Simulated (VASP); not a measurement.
# La3LuO2 (P-3m1) in VASP: notebook, part 2 of 2

VASP 6.6.1.

### 4 Relaxation of cell and atoms, PBE

This run uses another cell than the first one, of 23.37 Å³/atom.

Input file INCAR:

```
SYSTEM = La3LuO2
PREC = Accurate
ENCUT = 600
EDIFF = 1E-6
ISMEAR = 0
SIGMA = 0.1
LREAL = .FALSE.
LASPH = .TRUE.
NELM = 100
ALGO = Normal
ISIF = 3
LWAVE = .FALSE.
LCHARG = .FALSE.
GGA = PE
IBRION = 2
NSW = 90
EDIFFG = -0.04
```

Input file KPOINTS:

```
Automatic mesh
0
G
  6 6 2
  0 0 0
```

Input file POSCAR:

```
La3LuO2
1.0
    3.7080024784      0.0000000000      0.0000000000
   -1.8540012392      3.2112243436      0.0000000000
    0.0000000000      0.0000000000     11.7736479794
La Lu O
3 1 2
Direct
    0.0000000000      0.0000000000      0.5000000000
    0.6666666667      0.3333333333      0.2544019428
    0.3333333333      0.6666666667      0.7455980572
    1.0000000000      0.0000000000      0.0000000000
    0.6666666667      0.3333333333      0.6188417737
    0.3333333333      0.6666666667      0.3811582263
```

Command:

```sh
$ cat potpaw_PBE.64/La/POTCAR potpaw_PBE.64/Lu/POTCAR potpaw_PBE.64/O/POTCAR > POTCAR
$ mpirun -np 1 vasp_std > vasp.out
```

It took 27 min on 1 thread of Intel Xeon 8259CL, shared host; peak memory 0.37 GiB.

The run converged. Its results:

```yaml
Free_energy: -39.7721 eV
Relaxed_volume: 23.67 Å³/atom
Relaxed_cell: a = 3.690 Å, b = 3.690 Å, c = 12.042 Å, α = 90.00°, β = 90.00°, γ = 120.00°
Space_group_after_relaxing_to_0.1_Å: P-3m1 (No. 164)
Energy_gained_by_relaxing: 3.2 meV/atom
Ionic_steps: 7
Pressure_after_relaxing: 0.0 GPa
Largest_force_after_relaxing: 0.039 eV/Å
Band_gap_on_the_k_mesh: zero (bands 35 and 36 overlap by 0.72 eV)
```

Forces on the atoms (eV/Å):
```
La   0.000  0.000  0.000
La   0.000  0.000  0.030
La   0.000  0.000 -0.030
Lu   0.000  0.000  0.000
O    0.000  0.000 -0.039
O    0.000  0.000  0.039
```

Step by step:
| step | energy change (eV) | largest force (eV/Å) | pressure (GPa) | volume (Å³) |
| --- | --- | --- | --- | --- |
| 1 | 0.0000 | 0.0427 | 0.96 | 140.19 |
| 2 | -0.0119 | 0.0628 | -0.56 | 143.05 |
| 3 | -0.0121 | 0.0559 | -0.36 | 142.68 |
| 4 | -0.0173 | 0.0532 | -0.17 | 142.33 |
| 5 | -0.0185 | 0.0505 | -0.02 | 142.08 |
| 6 | -0.0185 | 0.0503 | 0.00 | 142.05 |
| 7 | -0.0190 | 0.0391 | 0.04 | 142.03 |

Final structure:
```yaml
crystal:
  lattice:
    - [3.69050, 0.00000, 0.00000]
    - [-1.84525, 3.19606, 0.00000]
    - [0.00000, 0.00000, 12.04181]
  atoms:
    - { symbol: La, position: [0.00000, 0.00000, 0.50000] }
    - { symbol: La, position: [0.66667, 0.33333, 0.25471] }
    - { symbol: La, position: [0.33333, 0.66667, 0.74529] }
    - { symbol: Lu, position: [0.00000, 0.00000, 0.00000] }
    - { symbol: O, position: [0.66667, 0.33333, 0.61818] }
    - { symbol: O, position: [0.33333, 0.66667, 0.38182] }
```

Levels at points of the mesh, in eV from the Fermi level:
| k point | band 33 | band 34 | band 35 | band 36 | band 37 | band 38 |
| --- | --- | --- | --- | --- | --- | --- |
| (0.00, 0.00, 0.00) | -0.87 | -0.85 | 0.24 | 0.93 | 1.23 | 1.23 |
| (0.50, 0.00, 0.00) | -1.27 | -0.60 | -0.35 | 0.10 | 0.22 | 0.69 |
| (0.00, 0.00, 0.50) | -1.20 | -0.68 | 0.62 | 0.87 | 0.93 | 1.26 |
| (0.50, 0.00, 0.50) | -1.52 | -0.67 | -0.17 | -0.09 | 0.42 | 0.79 |

Caveat: spin-orbit coupling is left out, which moves the levels of the heavy elements.

### 5 Single point, PBE

Input file INCAR:

```
SYSTEM = La3LuO2
  ALGO = Normal
  EDIFF = 1E-6
  ENCUT = 520
  GGA = PE
  ISIF = 2
  ISMEAR = 0
  LASPH = .TRUE.
  LCHARG = .TRUE.
  LELF = .TRUE.
  LREAL = .FALSE.
  LVHAR = .TRUE.
  LWAVE = .FALSE.
  NBANDS = 44
  NELM = 80
  PREC = Accurate
  SIGMA = 0.1
```

Input file KPOINTS:

```
k-points
0
G
  12 12 4
  0 0 0
```

Input file POSCAR:

```
La3LuO2
1.0
    3.6994549621      0.0000000000      0.0000000000
   -1.8497274811      3.2038219774      0.0000000000
    0.0000000000      0.0000000000     12.0351858387
La Lu O
3 1 2
Direct
    0.0000000000      0.0000000000      0.5000000000
    0.6666666667      0.3333333333      0.2556315778
    0.3333333333      0.6666666667      0.7443684222
    0.0000000000      0.0000000000      0.0000000000
    0.6666666667      0.3333333333      0.6175971799
    0.3333333333      0.6666666667      0.3824028201
```

Command:

```sh
$ cat potpaw_PBE.64/La/POTCAR potpaw_PBE.64/Lu/POTCAR potpaw_PBE.64/O/POTCAR > POTCAR
$ mpirun -np 1 vasp_std > vasp.out
```

Run time: 18 min. Hardware: 1 thread of Intel Xeon 8259CL, shared host; peak memory 0.57 GiB.

The run converged. Its results:

* Free energy: -39.7372 eV
* Pressure: -0.1 GPa
* Largest force: 0.009 eV/Å
* Band gap on the k mesh: zero (bands 35 and 36 overlap by 0.74 eV)

Forces on the atoms (eV/Å):
```
La   0.000  0.000  0.000
La   0.000  0.000  0.000
La   0.000  0.000  0.000
Lu   0.000  0.000  0.000
O    0.000  0.000 -0.009
O    0.000  0.000  0.009
```

Levels at points of the mesh, in eV from the Fermi level:
```
           k point  band 31  band 32  band 33  band 34  band 35  band 36  band 37  band 38  band 39  band 40
(0.00, 0.00, 0.00)    -4.53    -4.24    -0.88    -0.85     0.22     0.94     1.20     1.20     1.49     1.57
(0.50, 0.00, 0.00)    -4.04    -1.90    -1.27    -0.59    -0.36     0.10     0.21     0.67     1.66     1.78
(0.00, 0.00, 0.50)    -4.53    -4.12    -1.21    -0.68     0.62     0.85     0.94     1.23     1.23     1.57
(0.50, 0.00, 0.50)    -4.06    -1.73    -1.51    -0.66    -0.17    -0.12     0.41     0.79     1.49     1.82
```

Caveat: spin-orbit coupling is left out, which moves the levels of the heavy elements.

### 6 The runs side by side

| task | cell | k mesh | cutoff (eV) | gap on the mesh (eV) | pressure (GPa) | largest force (eV/Å) |
| --- | --- | --- | --- | --- | --- | --- |
| single point | a = 3.694, b = 3.694, c = 12.057 Å, angles 90.0, 90.0, 120.0°, 6 atoms, atomic positions A | 6 × 6 × 2 | 520 | none | -0.1 | 0.04 |
| single point | a = 4.741, b = 4.741, c = 7.583 Å, angles 90.0, 90.0, 120.0°, 6 atoms, atomic positions B | 6 × 6 × 2 | 520 | none | -3.0 | 1.74 |
| relaxation of cell and atoms | relaxed from a = 3.708, b = 3.708, c = 11.774 Å, angles 90.0, 90.0, 120.0°, 6 atoms, atomic positions A | 6 × 6 × 2 | 600 | none | 0.0 | 0.04 |
| single point | a = 3.699, b = 3.699, c = 12.035 Å, angles 90.0, 90.0, 120.0°, 6 atoms, atomic positions A | 12 × 12 × 4 | 520 | none | -0.1 | 0.01 |

Alike in all rows: level PBE; potentials or basis VASP PAW PBE potentials, release 64 (La, Lu, O); no spin polarisation; smearing gaussian 0.1 eV.

Caveats: some runs use coarse meshes; spin-orbit coupling is left out, which moves the levels of the heavy elements; forces of over 1 eV/Å act on the atoms, so gaps and moduli don't describe the material at rest (at least some runs).

Absolute energies hang on the potentials; compare differences alone.
